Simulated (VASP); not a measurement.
# Cu3N (Pm-3m) in VASP: single point with r2SCAN

Aim: the single point of Cu3N with r2SCAN.

Everything below comes from runs of VASP 6.6.1. Logs are shortened: lines on timing, memory, paths and dates and some standing lists are left out, and cuts for length are marked.

## 1. The cell of the first run

The structure is cubic, space group Pm-3m (No. 221). Conventional cell: a = 3.789 Å, b = 3.789 Å, c = 3.789 Å, α = 90.00°, β = 90.00°, γ = 90.00°. Within 2.5 Å of Cu (site symmetry 4/mmm) lie 2 N at 1.89 Å. N (site symmetry m-3m) has 6 Cu at 1.89 Å within 2.5 Å.

## 2. Single point, r2SCAN

POSCAR reads:

```
Cu3N
1.0
    3.7893700817      0.0000000000      0.0000000000
    0.0000000000      3.7893700817      0.0000000000
    0.0000000000      0.0000000000      3.7893700817
Cu N
3 1
Direct
    0.5000000000      0.0000000000      0.0000000000
    0.0000000000      0.5000000000      0.0000000000
    0.0000000000      0.0000000000      0.5000000000
    0.0000000000      0.0000000000      0.0000000000
```

INCAR.step1 reads:

```
SYSTEM = Cu3N
ALGO = Normal ; EDIFF = 1E-5
ENCUT = 900 ; GGA = PE
GGA_COMPAT = .FALSE. ; ISMEAR = -1
LASPH = .TRUE. ; LCHARG = .FALSE.
LREAL = .FALSE. ; LWAVE = .TRUE.
NBANDS = 39 ; NELM = 120
PREC = Accurate ; SIGMA = 0.02
```

INCAR.step2 reads:

```
SYSTEM = Cu3N
ALGO = Normal ; EDIFF = 1E-6
ENCUT = 900 ; GGA_COMPAT = .FALSE.
ISIF = 2 ; ISMEAR = -1
ISTART = 1 ; LASPH = .TRUE.
LCHARG = .FALSE. ; LMIXTAU = .TRUE.
LREAL = .FALSE. ; LWAVE = .FALSE.
METAGGA = R2SCAN ; NBANDS = 39
NELM = 120 ; PREC = Accurate
SIGMA = 0.02
```

KPOINTS reads:

```
k-points
0
G
  6 6 6
  0 0 0
```

Potentials or basis: VASP PAW PBE potentials, release 64 (Cu_sv_GW, N).

Run with:

```bash
$ cat potpaw_PBE.64/Cu_sv_GW/POTCAR potpaw_PBE.64/N/POTCAR > POTCAR
$ cp INCAR.step1 INCAR
$ mpirun -np 1 vasp_std > vasp.out
$ cp INCAR.step2 INCAR
$ mpirun -np 1 vasp_std > vasp.out
```

OUTCAR:

```text
SYSTEM = Cu3N
   EDIFF = 1E-6
   ENCUT = 900
   ISIF = 2
   ISMEAR = -1
   ISTART = 1
   LASPH = .TRUE.
   LREAL = .FALSE.
   METAGGA = R2SCAN
   NELM = 120
   PREC = Accurate

 ion  position               nearest neighbor table
   1  0.500  0.000  0.000-   4 1.89   4 1.89
   2  0.000  0.500  0.000-   4 1.89   4 1.89
   3  0.000  0.000  0.500-   4 1.89   4 1.89
   4  0.000  0.000  0.000-   1 1.89   2 1.89   3 1.89   3 1.89   2 1.89   1 1.89

  LATTYP: Found a simple cubic cell.
 ALAT       =     3.7893700817

  Lattice vectors:

 A1 = (   3.7893700817,   0.0000000000,   0.0000000000)
 A2 = (   0.0000000000,   3.7893700817,   0.0000000000)
 A3 = (   0.0000000000,   0.0000000000,   3.7893700817)

Analysis of symmetry for initial positions (statically):
=====================================================================
 Subroutine PRICEL returns:
 Original cell was already a primitive cell.

 Routine SETGRP: Setting up the symmetry group for a
 simple cubic supercell.

 Subroutine GETGRP returns: Found 48 space group operations
 (whereof 48 operations were pure point group operations)
 out of a pool of 48 trial point group operations.

The static configuration has the point symmetry O_h .

Analysis of symmetry for dynamics (positions and initial velocities):
=====================================================================
 Subroutine PRICEL returns:
 Original cell was already a primitive cell.

 Routine SETGRP: Setting up the symmetry group for a
 simple cubic supercell.

 Subroutine GETGRP returns: Found 48 space group operations
 (whereof 48 operations were pure point group operations)
 out of a pool of 48 trial point group operations.

The dynamic configuration has the point symmetry O_h .

 Subroutine INISYM returns: Found 48 space group operations
 (whereof 48 operations are pure point group operations),
 and found     1 'primitive' translations

----------------------------------------------------------------------------------------

                                     Primitive cell

  volume of cell :      54.4128

  direct lattice vectors                    reciprocal lattice vectors
     3.789370082  0.000000000  0.000000000     0.263896104  0.000000000  0.000000000
     0.000000000  3.789370082  0.000000000     0.000000000  0.263896104  0.000000000
     0.000000000  0.000000000  3.789370082     0.000000000  0.000000000  0.263896104

  length of vectors
     3.789370082  3.789370082  3.789370082     0.263896104  0.263896104  0.263896104

  position of ions in fractional coordinates (direct lattice)
     0.500000000  0.000000000  0.000000000
     0.000000000  0.500000000  0.000000000
     0.000000000  0.000000000  0.500000000
     0.000000000  0.000000000  0.000000000

  ion indices of the primitive-cell ions
   primitive index   ion index
                 1           1
                 2           2
                 3           3
                 4           4

----------------------------------------------------------------------------------------

 KPOINTS: k-points

Automatic generation of k-mesh.
 Grid dimensions read from file:
 generate k-points for:    6    6    6

 Generating k-lattice:

  Cartesian coordinates                     Fractional coordinates (reciprocal lattice)
     0.043982684  0.000000000  0.000000000     0.166666667  0.000000000  0.000000000
     0.000000000  0.043982684  0.000000000     0.000000000  0.166666667  0.000000000
     0.000000000  0.000000000  0.043982684     0.000000000  0.000000000  0.166666667

  Length of vectors
     0.043982684  0.043982684  0.043982684

  Shift w.r.t. Gamma in fractional coordinates (k-lattice)
     0.000000000  0.000000000  0.000000000

 Subroutine IBZKPT returns following result:
 ===========================================

 Found     20 irreducible k-points:

 Following reciprocal coordinates:
            Coordinates               Weight
  0.000000  0.000000  0.000000      1.000000
  0.166667  0.000000  0.000000      6.000000
  0.333333  0.000000  0.000000      6.000000
  0.500000  0.000000  0.000000      3.000000
  0.166667  0.166667  0.000000     12.000000
  0.333333  0.166667  0.000000     24.000000
[... 12 lines left out ...]
  0.500000  0.500000  0.333333      6.000000
  0.500000  0.500000  0.500000      1.000000
   k-points           NKPTS =     20   k-points in BZ     NKDIM =     20   number of bands    NBANDS=     39
   number of dos      NEDOS =    301   number of ions     NIONS =      4
   total plane-waves  NPLWV =  64000
   dimension x,y,z NGX =    40 NGY =   40 NGZ =   40
   dimension x,y,z NGXF=    80 NGYF=   80 NGZF=   80
   ions per type =               3   1
   NGX,Y,Z   is equivalent  to a cutoff of  17.55, 17.55, 17.55 a.u.
   NGXF,Y,Z  is equivalent  to a cutoff of  35.10, 35.10, 35.10 a.u.
 SYSTEM =  Cu3N
   PREC   = accura    normal or accurate (medium, high low for compatibility)
   ISTART =      1    job   : 0-new  1-cont  2-samecut
   ICHARG =      0    charge: 1-file 2-atom 10-const
   ISPIN  =      1    spin polarized calculation?
   LNONCOLLINEAR =      F non collinear calculations
   LSORBIT =      F    spin-orbit coupling
   LASPH  =      T    aspherical Exc in radial PAW
   ENCUT  =  900.0 eV  66.15 Ry    8.13 a.u.   9.27  9.27  9.27*2*pi/ulx,y,z
   NELM   =    120;   NELMIN=  2; NELMDL=  0     # of ELM steps
   EDIFF  = 0.1E-05   stopping-criterion for ELM
   LREAL  =      F    real-space projection
   EDIFFG = 0.1E-04   stopping-criterion for IOM
   NSW    =      0    number of steps for IOM
   IBRION =     -1    ionic relax: 0-MD 1-quasi-New 2-CG
   NFREE  =      0    steps in history (QN), initial steepest desc. (CG)
   ISIF   =      2    stress and relaxation
   ISYM   =      2    0-nonsym 1-usesym 2-fastsym
   POTIM  = 0.5000    time-step for ionic-motion
   TEBEG  =    0.0;   TEEND  =   0.0 temperature during run
   PSTRESS=    0.0 pullay stress
   NELECT =      62.0000    total number of electrons
   NUPDOWN=      -1.0000    fix difference up-down
   EMIN   =  10.00;   EMAX   =-10.00  energy-range for DOS
   EFERMI =   0.00;   METHOD = LEGACY
   ISMEAR =    -1;   SIGMA  =   0.02  broadening in eV -4-tet -1-fermi 0-gaus
   EFERMI_NEDOS =   21; number of points for ismear=-14 and -15
   IALGO  =     38    algorithm
   IMIX   =      4    mixing-type and parameters
     AMIX     =   0.40;   BMIX     =  1.00
     AMIX_MAG =   1.60;   BMIX_MAG =  1.00
  volume/ion in A,a.u.               =      13.60        91.80
  Fermi-wavevector in a.u.,A,eV,Ry     =   1.709904  3.231250 39.780325  2.923771
  Thomas-Fermi vector in A             =   2.788302
   LORBIT       =      0    0 simple, 1 ext, 2 COOP (PROOUT), +10 PAW based schemes
   METAGGA = R2SCAN    functional components
   LHFCALC =     F    Hartree Fock is set to
   AEXX    =    0.0000 exact exchange contribution
   IVDW    =     0    specifies the selected vdW correction
   LEPSILON=     F    determine dielectric tensor
   LRPA    =     F    only Hartree local field effects (RPA)
 non-spin polarized calculation
  energy-cutoff  :      900.00
  volume of cell :       54.41
 maximum number of plane-waves:      3362
 NGX is ok and might be reduce to    40
   NGX = 19   NGY = 19   NGZ = 19

 number of electron      61.9999982 magnetization

 Free energy of the ion-electron system (eV)
  ---------------------------------------------------
  ext. energy  EPLUGINS =         0.00000000
  ---------------------------------------------------
  free energy    TOTEN  =       -40.96548617 eV

  energy without entropy =      -40.96544583  energy(sigma->0) =      -40.96546600

 E-fermi :   5.0993     XC(G=0): -12.0075

 val. band max:        4.9967081452   @ k =   0.5000   0.5000   0.5000
 cond. band min:       5.2018891039   @ k =   0.5000   0.5000   0.0000
 fundamental gap:      0.2051809587
 Fermi energy:         5.0992839691

 k-point     1 :       0.0000    0.0000    0.0000
  band No.  band energies     occupation
      1    -111.4885      2.00000
      2    -111.4811      2.00000
      3    -111.4811      2.00000
      4     -67.4963      2.00000
      5     -67.4963      2.00000
      6     -67.4963      2.00000
[... 31 lines left out ...]
     38      17.8497      0.00000
     39      18.0412      0.00000

 k-point     2 :       0.1667    0.0000    0.0000
  band No.  band energies     occupation
      1    -111.4880      2.00000
      2    -111.4816      2.00000
      3    -111.4812      2.00000
      4     -67.4962      2.00000
      5     -67.4961      2.00000
      6     -67.4960      2.00000
[... 31 lines left out ...]
     38      16.3987      0.00000
     39      16.7415      0.00000

 k-point     3 :       0.3333    0.0000    0.0000
  band No.  band energies     occupation
      1    -111.4870      2.00000
      2    -111.4827      2.00000
      3    -111.4812      2.00000
      4     -67.4957      2.00000
      5     -67.4956      2.00000
      6     -67.4952      2.00000
[... 31 lines left out ...]
     38      15.3461      0.00000
     39      15.5052      0.00000

 k-point     4 :       0.5000    0.0000    0.0000
  band No.  band energies     occupation
      1    -111.4861      2.00000
      2    -111.4836      2.00000
      3    -111.4813      2.00000
      4     -67.4954      2.00000
      5     -67.4954      2.00000
      6     -67.4949      2.00000
[... 31 lines left out ...]
     38      14.7810      0.00000
     39      14.7810      0.00000
[... 586 lines left out ...]
     38      13.7208      0.00000
     39      18.5045      0.00000

 k-point    19 :       0.5000    0.5000    0.3333
  band No.  band energies     occupation
      1    -111.4836      2.00000
      2    -111.4836      2.00000
      3    -111.4836      2.00000
      4     -67.5324      2.00000
      5     -67.4777      2.00000
      6     -67.4741      2.00000
[... 31 lines left out ...]
     38      13.6035      0.00000
     39      17.6478      0.00000

 k-point    20 :       0.5000    0.5000    0.5000
  band No.  band energies     occupation
      1    -111.4836      2.00000
      2    -111.4836      2.00000
      3    -111.4836      2.00000
      4     -67.5361      2.00000
      5     -67.4741      2.00000
      6     -67.4741      2.00000
[... 31 lines left out ...]
     38      13.6601      0.00000
     39      16.4637      0.00000

------------------------ aborting loop because EDIFF is reached ----------------------------------------

  FORCE on cell =-STRESS in cart. coord.  units (eV):
  Direction    XX          YY          ZZ          XY          YZ          ZX
  --------------------------------------------------------------------------------------
  -------------------------------------------------------------------------------------
  Total       -0.1264645     -0.1264645     -0.1264645      0.0000000     -0.0000000      0.0000000
  in kB       -3.7237283     -3.7237283     -3.7237283      0.0000000     -0.0000000      0.0000000
  external PRESSURE =      -3.7237283 kB  Pullay stress =       0.0000000 kB

 VOLUME and BASIS-vectors are now :
 -----------------------------------------------------------------------------
  energy-cutoff  :      900.00
  volume of cell :       54.41
      direct lattice vectors                 reciprocal lattice vectors
     3.789370082  0.000000000  0.000000000     0.263896104  0.000000000  0.000000000
     0.000000000  3.789370082  0.000000000     0.000000000  0.263896104  0.000000000
     0.000000000  0.000000000  3.789370082     0.000000000  0.000000000  0.263896104

 POSITION                                       TOTAL-FORCE (eV/Angst)
 -----------------------------------------------------------------------------------
      1.89469      0.00000      0.00000         0.000000      0.000000      0.000000
      0.00000      1.89469      0.00000         0.000000      0.000000      0.000000
      0.00000      0.00000      1.89469         0.000000      0.000000      0.000000
      0.00000      0.00000      0.00000         0.000000      0.000000      0.000000
 -----------------------------------------------------------------------------------
    total drift:                               -0.000000     -0.000000     -0.000000

  FREE ENERGIE OF THE ION-ELECTRON SYSTEM (eV)
  ---------------------------------------------------
  free  energy   TOTEN  =       -40.9654861691 eV

  energy  without entropy=      -40.9654458319  energy(sigma->0) =      -40.96546600
```

Run time: 8.6 min. Hardware: 1 thread of AMD EPYC 7R43 (Zen 3), shared host; peak memory 0.28 GiB.

Results:

```yaml
Free_energy: -40.9655 eV
Pressure: -0.4 GPa
Band_gap_on_the_k_mesh: 0.21 eV (least direct gap 0.80 eV)
```

Levels at points of the mesh, in eV from the valence-band top:
```csv
k point,band 29,band 30,band 31,band 32,band 33,band 34
"(0.00, 0.00, 0.00)",-1.97,-1.97,-1.91,1.21,5.69,5.69
"(0.50, 0.00, 0.00)",-1.97,-1.52,-1.52,1.84,3.55,7.33
"(0.50, 0.50, 0.00)",-1.14,-1.14,-0.76,0.21,3.98,5.16
"(0.50, 0.50, 0.50)",0.00,0.00,0.00,0.87,0.87,0.87
```

Caveat: semilocal functionals underestimate gaps, and a narrow one can read as zero; the PAW data sets were made with another functional, which shifts forces and pressure a little. A k mesh can miss the band edges.
